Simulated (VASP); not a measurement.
# Y (I4/mmm) in VASP: further runs

Runs on Y. Level: r2SCAN. Tasks: single point.

Everything below comes from runs of VASP 6.6.1. Logs are shortened: lines on timing, memory, paths and dates and some standing lists are left out, and cuts for length are marked.

## (1) The cell of the first run

The typed cell holds 1 atom: a = 3.607 Å, b = 3.607 Å, c = 3.607 Å, α = 119.98°, β = 119.98°, γ = 90.03°.

This isn't the form of Y at room conditions, which is hcp.

## (2) Single point, r2SCAN

The input, POSCAR:

```
Y
1.0
   -1.8036841043      1.8036841043      2.5495932342
    1.8036841043     -1.8036841043      2.5495932342
    1.8036841043      1.8036841043     -2.5495932342
Y
1
Direct
    0.5000000000      0.5000000000      0.0000000000
```

The input, INCAR.step1:

```
SYSTEM = Y
PREC = Accurate ; ENCUT = 520
ISMEAR = 0 ; SIGMA = 0.1
LREAL = .False. ; LASPH = .True.
NELM = 100 ; NBANDS = 12
GGA = PE ; ALGO = Normal
EDIFF = 1E-4 ; LWAVE = .True.
LCHARG = .False.
```

The input, INCAR.step2:

```
SYSTEM = Y
PREC = Accurate ; ENCUT = 520
EDIFF = 1E-6 ; ISMEAR = 0
SIGMA = 0.1 ; LREAL = .False.
LASPH = .True. ; NELM = 100
ALGO = Normal ; ISIF = 2
LWAVE = .False. ; LCHARG = .False.
METAGGA = R2SCAN ; LMIXTAU = .True.
NBANDS = 12 ; ISTART = 1
```

The input, KPOINTS:

```
Automatic mesh
0
Gamma
  22 22 22
  0 0 0
```

Potentials or basis: VASP PAW PBE potentials, release 64 (Y_sv).

Run with:

```
$ cat potpaw_PBE.64/Y_sv/POTCAR > POTCAR
$ cp INCAR.step1 INCAR
$ mpirun -np 1 vasp_std > vasp.out
$ cp INCAR.step2 INCAR
$ mpirun -np 1 vasp_std > vasp.out
```

OUTCAR:

```text
SYSTEM = Y
   PREC = Accurate
   ENCUT = 520
   EDIFF = 1E-6
   ISMEAR = 0
   LREAL = .False.
   LASPH = .True.
   NELM = 100
   ISIF = 2
   METAGGA = R2SCAN
   ISTART = 1

 ion  position               nearest neighbor table
   1  0.500  0.500  0.000-

  LATTYP: Found a body centered tetragonal cell.
 ALAT       =     3.6073682086
 C/A-ratio  =     1.4135475431

  Lattice vectors:

 A1 = (  -1.8036841043,   1.8036841043,   2.5495932342)
 A2 = (   1.8036841043,  -1.8036841043,   2.5495932342)
 A3 = (   1.8036841043,   1.8036841043,  -2.5495932342)

Analysis of symmetry for initial positions (statically):
=====================================================================
 Subroutine PRICEL returns:
 Original cell was already a primitive cell.

 Routine SETGRP: Setting up the symmetry group for a
 body centered tetragonal supercell.

 Subroutine GETGRP returns: Found 16 space group operations
 (whereof 16 operations were pure point group operations)
 out of a pool of 16 trial point group operations.

The static configuration has the point symmetry D_4h.

Analysis of symmetry for dynamics (positions and initial velocities):
=====================================================================
 Subroutine PRICEL returns:
 Original cell was already a primitive cell.

 Routine SETGRP: Setting up the symmetry group for a
 body centered tetragonal supercell.

 Subroutine GETGRP returns: Found 16 space group operations
 (whereof 16 operations were pure point group operations)
 out of a pool of 16 trial point group operations.

The dynamic configuration has the point symmetry D_4h.

 Subroutine INISYM returns: Found 16 space group operations
 (whereof 16 operations are pure point group operations),
 and found     1 'primitive' translations

----------------------------------------------------------------------------------------

                                     Primitive cell

  volume of cell :      33.1781

  direct lattice vectors                    reciprocal lattice vectors
    -1.803684104  1.803684104  2.549593234     0.000000000  0.277210404  0.196109714
     1.803684104 -1.803684104  2.549593234     0.277210404  0.000000000  0.196109714
     1.803684104  1.803684104 -2.549593234     0.277210404  0.277210404  0.000000000

  length of vectors
     3.606518870  3.606518870  3.606518870     0.339565352  0.339565352  0.392034714

  position of ions in fractional coordinates (direct lattice)
     0.500000000  0.500000000  0.000000000

  ion indices of the primitive-cell ions
   primitive index   ion index
                 1           1

----------------------------------------------------------------------------------------

 KPOINTS: Automatic mesh

Automatic generation of k-mesh.
 Grid dimensions read from file:
 generate k-points for:   22   22   22

 Generating k-lattice:

  Cartesian coordinates                     Fractional coordinates (reciprocal lattice)
     0.000000000  0.012600473  0.008914078     0.045454545 -0.000000000  0.000000000
     0.012600473  0.000000000  0.008914078    -0.000000000  0.045454545  0.000000000
     0.012600473  0.012600473  0.000000000     0.000000000  0.000000000  0.045454545

  Length of vectors
     0.015434789  0.015434789  0.017819760

  Shift w.r.t. Gamma in fractional coordinates (k-lattice)
     0.000000000  0.000000000  0.000000000

 Subroutine IBZKPT returns following result:
 ===========================================

 Found    834 irreducible k-points:

 Following reciprocal coordinates:
            Coordinates               Weight
  0.000000  0.000000  0.000000      1.000000
  0.045455 -0.000000  0.000000      8.000000
  0.090909 -0.000000  0.000000      8.000000
  0.136364 -0.000000  0.000000      8.000000
  0.181818 -0.000000  0.000000      8.000000
  0.227273  0.000000  0.000000      8.000000
[... 16 lines left out ...]
  0.500000  0.045455  0.000000     16.000000
 -0.454545  0.045455  0.000000     16.000000
 [... further k-points ...]
   k-points           NKPTS =    834   k-points in BZ     NKDIM =    834   number of bands    NBANDS=     12
   number of dos      NEDOS =    301   number of ions     NIONS =      1
   total plane-waves  NPLWV =  21952
   dimension x,y,z NGX =    28 NGY =   28 NGZ =   28
   dimension x,y,z NGXF=    56 NGYF=   56 NGZF=   56
   ions per type =               1
   NGX,Y,Z   is equivalent  to a cutoff of  12.91, 12.91, 12.91 a.u.
   NGXF,Y,Z  is equivalent  to a cutoff of  25.81, 25.81, 25.81 a.u.
 SYSTEM =  Y
   PREC   = accura    normal or accurate (medium, high low for compatibility)
   ISTART =      1    job   : 0-new  1-cont  2-samecut
   ICHARG =      0    charge: 1-file 2-atom 10-const
   ISPIN  =      1    spin polarized calculation?
   LNONCOLLINEAR =      F non collinear calculations
   LSORBIT =      F    spin-orbit coupling
   LASPH  =      T    aspherical Exc in radial PAW
   ENCUT  =  520.0 eV  38.22 Ry    6.18 a.u.   6.71  6.71  6.71*2*pi/ulx,y,z
   NELM   =    100;   NELMIN=  2; NELMDL=  0     # of ELM steps
   EDIFF  = 0.1E-05   stopping-criterion for ELM
   LREAL  =      F    real-space projection
   EDIFFG = 0.1E-04   stopping-criterion for IOM
   NSW    =      0    number of steps for IOM
   IBRION =     -1    ionic relax: 0-MD 1-quasi-New 2-CG
   NFREE  =      0    steps in history (QN), initial steepest desc. (CG)
   ISIF   =      2    stress and relaxation
   ISYM   =      2    0-nonsym 1-usesym 2-fastsym
   POTIM  = 0.5000    time-step for ionic-motion
   TEBEG  =    0.0;   TEEND  =   0.0 temperature during run
   PSTRESS=    0.0 pullay stress
   NELECT =      11.0000    total number of electrons
   NUPDOWN=      -1.0000    fix difference up-down
   EMIN   =  10.00;   EMAX   =-10.00  energy-range for DOS
   EFERMI =   0.00;   METHOD = LEGACY
   ISMEAR =     0;   SIGMA  =   0.10  broadening in eV -4-tet -1-fermi 0-gaus
   EFERMI_NEDOS =   21; number of points for ismear=-14 and -15
   IALGO  =     38    algorithm
   IMIX   =      4    mixing-type and parameters
     AMIX     =   0.40;   BMIX     =  1.00
     AMIX_MAG =   1.60;   BMIX_MAG =  1.00
  volume/ion in A,a.u.               =      33.18       223.90
  Fermi-wavevector in a.u.,A,eV,Ry     =   1.133066  2.141184 17.467676  1.283838
  Thomas-Fermi vector in A             =   2.269768
   LORBIT       =      0    0 simple, 1 ext, 2 COOP (PROOUT), +10 PAW based schemes
   METAGGA = R2SCAN    functional components
   LHFCALC =     F    Hartree Fock is set to
   AEXX    =    0.0000 exact exchange contribution
   IVDW    =     0    specifies the selected vdW correction
   LEPSILON=     F    determine dielectric tensor
   LRPA    =     F    only Hartree local field effects (RPA)
 non-spin polarized calculation
 Gauss-broadening in eV      SIGMA  =   0.10
  energy-cutoff  :      520.00
  volume of cell :       33.18
 maximum number of plane-waves:       911
   NGX = 13   NGY = 13   NGZ = 13

 number of electron      11.0000001 magnetization

 Free energy of the ion-electron system (eV)
  ---------------------------------------------------
  ext. energy  EPLUGINS =         0.00000000
  ---------------------------------------------------
  free energy    TOTEN  =       -20.22629440 eV

  energy without entropy =      -20.21789707  energy(sigma->0) =      -20.22209574

 E-fermi :   3.0452     XC(G=0): -10.0366

 val. band max:        3.0400461240   @ k =   0.4091   0.0909   0.0909
 cond. band min:       3.0484863828   @ k =  -0.4545   0.4545   0.2727
 fundamental gap:      0.0084402589
 Fermi energy:         3.0451894442

 k-point     1 :       0.0000    0.0000    0.0000
  band No.  band energies     occupation
      1     -41.1834      2.00000
      2     -20.2291      2.00000
      3     -20.2290      2.00000
      4     -20.2290      2.00000
      5      -1.9283      2.00000
      6       5.0717      0.00000
      7       5.0717      0.00000
      8       5.0752      0.00000
      9       7.1618      0.00000
     10       7.1670      0.00000
     11      12.3115      0.00000
     12      15.7836      0.00000

 k-point     2 :       0.0455   -0.0000    0.0000
  band No.  band energies     occupation
      1     -41.1821      2.00000
      2     -20.2410      2.00000
      3     -20.2305      2.00000
      4     -20.2305      2.00000
      5      -1.8756      2.00000
      6       5.0054      0.00000
      7       5.0971      0.00000
      8       5.0995      0.00000
      9       7.1310      0.00000
     10       7.1361      0.00000
     11      12.4400      0.00000
     12      15.4955      0.00000

 k-point     3 :       0.0909   -0.0000    0.0000
  band No.  band energies     occupation
      1     -41.1782      2.00000
      2     -20.2757      2.00000
      3     -20.2348      2.00000
      4     -20.2348      2.00000
      5      -1.7198      2.00000
      6       4.8206      0.00000
      7       5.1669      0.00000
      8       5.1694      0.00000
      9       7.0525      0.00000
     10       7.0573      0.00000
     11      12.7958      0.00000
     12      14.8838      0.00000
[... 286 lines left out ...]
 k-point    23 :       0.5000    0.0455    0.0000
  band No.  band energies     occupation
      1     -41.1174      2.00000
      2     -20.7844      2.00000
      3     -20.3085      2.00000
      4     -20.3037      2.00000
      5       1.1055      2.00000
      6       3.3917      0.00000
      7       4.8339      0.00000
      8       4.9376      0.00000
      9       8.5912      0.00000
     10       8.5941      0.00000
     11      11.1636      0.00000
     12      12.2318      0.00000

 k-point    24 :      -0.4545    0.0455    0.0000
  band No.  band energies     occupation
      1     -41.1196      2.00000
      2     -20.7669      2.00000
      3     -20.3040      2.00000
      4     -20.3033      2.00000
      5       1.0036      2.00000
      6       3.3782      0.00000
      7       4.8598      0.00000
      8       4.9766      0.00000
      9       8.3593      0.00000
     10       8.5339      0.00000
     11      11.2545      0.00000
     12      12.4854      0.00000

 [... further k-points ...]

------------------------ aborting loop because EDIFF is reached ----------------------------------------

  FORCE on cell =-STRESS in cart. coord.  units (eV):
  Direction    XX          YY          ZZ          XY          YZ          ZX
  --------------------------------------------------------------------------------------
  -------------------------------------------------------------------------------------
  Total        0.0193738      0.0193738      0.0211774      0.0000000      0.0000000      0.0000000
  in kB        0.9355632      0.9355632      1.0226611      0.0000000      0.0000000      0.0000000
  external PRESSURE =       0.9645959 kB  Pullay stress =       0.0000000 kB

 VOLUME and BASIS-vectors are now :
 -----------------------------------------------------------------------------
  energy-cutoff  :      520.00
  volume of cell :       33.18
      direct lattice vectors                 reciprocal lattice vectors
    -1.803684104  1.803684104  2.549593234     0.000000000  0.277210404  0.196109714
     1.803684104 -1.803684104  2.549593234     0.277210404  0.000000000  0.196109714
     1.803684104  1.803684104 -2.549593234     0.277210404  0.277210404  0.000000000

 POSITION                                       TOTAL-FORCE (eV/Angst)
 -----------------------------------------------------------------------------------
      0.00000      0.00000      2.54959        -0.000000      0.000000      0.000000
 -----------------------------------------------------------------------------------
    total drift:                                0.000000     -0.000000      0.000000

  FREE ENERGIE OF THE ION-ELECTRON SYSTEM (eV)
  ---------------------------------------------------
  free  energy   TOTEN  =       -20.2262944016 eV

  energy  without entropy=      -20.2178970690  energy(sigma->0) =      -20.22209574
```

Wall time 7.2 min (1 thread of Intel Xeon 6975P-C (Granite Rapids), shared host); peak memory 0.48 GiB.

What came out:

* Free energy: -20.2263 eV
* Pressure: 0.1 GPa
* Band gap on the k mesh: zero (an odd number of electrons rules out a gap without spin polarisation)

Caveat: the PAW data sets were made with another functional, which shifts forces and pressure a little.

## (3) Single point, r2SCAN

This run uses another cell than the first one, of 32.89 Å³/atom.

The input, POSCAR:

```
Y
1.0
   -1.8080488667      1.8080488667      2.5151226669
    1.8080488667     -1.8080488667      2.5151226669
    1.8080488667      1.8080488667     -2.5151226669
Y
1
Direct
    0.5000000000      0.5000000000      0.0000000000
```

The input, INCAR.step1:

```
PREC = Accurate
ENCUT = 520
ISMEAR = 0
SIGMA = 0.1
LREAL = F
LASPH = T
NELM = 100
NBANDS = 12
GGA = PE
ALGO = Normal
EDIFF = 1E-4
LWAVE = T
LCHARG = F
```

The input, INCAR.step2:

```
PREC = Accurate
ENCUT = 520
EDIFF = 1E-7
ISMEAR = 0
SIGMA = 0.1
LREAL = F
LASPH = T
NELM = 100
ALGO = Normal
ISIF = 2
LWAVE = F
LCHARG = T
METAGGA = R2SCAN
LMIXTAU = T
LELF = T
LVHAR = T
NBANDS = 12
ISTART = 1
```

The input, KPOINTS:

```
Automatic mesh
0
Gamma
  8 8 8
```

Potentials or basis: VASP PAW PBE potentials, release 64 (Y_sv).

Run with:

```
$ cat potpaw_PBE.64/Y_sv/POTCAR > POTCAR
$ cp INCAR.step1 INCAR
$ mpirun -np 1 vasp_std > vasp.out
$ cp INCAR.step2 INCAR
$ mpirun -np 1 vasp_std > vasp.out
```

OUTCAR:

```text
PREC = Accurate
   ENCUT = 520
   EDIFF = 1E-7
   ISMEAR = 0
   LREAL = F
   LASPH = T
   NELM = 100
   ISIF = 2
   METAGGA = R2SCAN
   ISTART = 1

 ion  position               nearest neighbor table
   1  0.500  0.500  0.000-

  LATTYP: Found a body centered tetragonal cell.
 ALAT       =     3.6160977334
 C/A-ratio  =     1.3910700718

  Lattice vectors:

 A1 = (  -1.8080488667,   1.8080488667,   2.5151226669)
[... 537 lines left out ...]
      9       8.2928      0.00000
     10       9.6440      0.00000
     11      10.6071      0.00000
     12      14.1405      0.00000

 [... further k-points ...]

------------------------ aborting loop because EDIFF is reached ----------------------------------------

  FORCE on cell =-STRESS in cart. coord.  units (eV):
  Direction    XX          YY          ZZ          XY          YZ          ZX
  --------------------------------------------------------------------------------------
  -------------------------------------------------------------------------------------
  Total       -0.0067742     -0.0067742      0.0836036      0.0000000      0.0000000      0.0000000
  in kB       -0.3300128     -0.3300128      4.0728276      0.0000000      0.0000000      0.0000000
  external PRESSURE =       1.1376007 kB  Pullay stress =       0.0000000 kB

 VOLUME and BASIS-vectors are now :
 -----------------------------------------------------------------------------
  energy-cutoff  :      520.00
  volume of cell :       32.89
      direct lattice vectors                 reciprocal lattice vectors
    -1.808048867  1.808048867  2.515122667     0.000000000  0.276541198  0.198797461
     1.808048867 -1.808048867  2.515122667     0.276541198  0.000000000  0.198797461
     1.808048867  1.808048867 -2.515122667     0.276541198  0.276541198  0.000000000

 POSITION                                       TOTAL-FORCE (eV/Angst)
 -----------------------------------------------------------------------------------
      0.00000      0.00000      2.51512         0.000000      0.000000      0.000000
 -----------------------------------------------------------------------------------
    total drift:                                0.000000     -0.000000      0.000000

  FREE ENERGIE OF THE ION-ELECTRON SYSTEM (eV)
  ---------------------------------------------------
  free  energy   TOTEN  =       -20.2262597355 eV

  energy  without entropy=      -20.2188148936  energy(sigma->0) =      -20.22253731
```

OUTCAR.step1:

```text
PREC = Accurate
   ENCUT = 520
   ISMEAR = 0
   LREAL = F
   LASPH = T
[... 576 lines left out ...]

 POSITION                                       TOTAL-FORCE (eV/Angst)
 -----------------------------------------------------------------------------------
      0.00000      0.00000      2.51512        -0.000000     -0.000000      0.000000
 -----------------------------------------------------------------------------------
    total drift:                                0.000000     -0.000000      0.000000

  FREE ENERGIE OF THE ION-ELECTRON SYSTEM (eV)
  ---------------------------------------------------
  free  energy   TOTEN  =        -6.4128468446 eV

  energy  without entropy=       -6.4076027926  energy(sigma->0) =       -6.41022482
```

OSZICAR.step1:

```text
N       E                     dE             d eps       ncg     rms          rms(c)
DAV:   1     0.313112990900E+02    0.31311E+02   -0.55217E+03  1416   0.811E+02
DAV:   2    -0.479303509801E+01   -0.36104E+02   -0.35216E+02  1900   0.171E+02
DAV:   3    -0.651391322898E+01   -0.17209E+01   -0.16907E+01  1940   0.266E+01
DAV:   4    -0.660155959681E+01   -0.87646E-01   -0.87614E-01  1708   0.418E+00
DAV:   5    -0.660262896316E+01   -0.10694E-02   -0.10693E-02  1772   0.451E-01    0.214E+01
DAV:   6    -0.644474486142E+01    0.15788E+00   -0.19395E-01  1532   0.292E+00    0.133E+01
DAV:   7    -0.641689014840E+01    0.27855E-01   -0.29340E-01  1684   0.360E+00    0.128E+00
DAV:   8    -0.641291963519E+01    0.39705E-02   -0.37496E-02  1672   0.148E+00    0.271E-01
DAV:   9    -0.641284684455E+01    0.72791E-04   -0.67347E-04  1788   0.210E-01
   1 F= -.64128468E+01 E0= -.64102248E+01  d E =-.524405E-02
```

Wall time 49 s (1 thread of Intel Xeon 6975P-C (Granite Rapids), shared host); peak memory 0.2 GiB.

Results:

```
Free energy            : -20.2263 eV
Pressure               : 0.1 GPa
Band gap on the k mesh : zero (an odd number of electrons rules out a gap without spin polarisation)
```

Stress tensor (GPa, compression positive):
```
-0.03  0.00  0.00
 0.00 -0.03  0.00
 0.00  0.00  0.41
```

Caveat: the PAW data sets were made with another functional, which shifts forces and pressure a little.
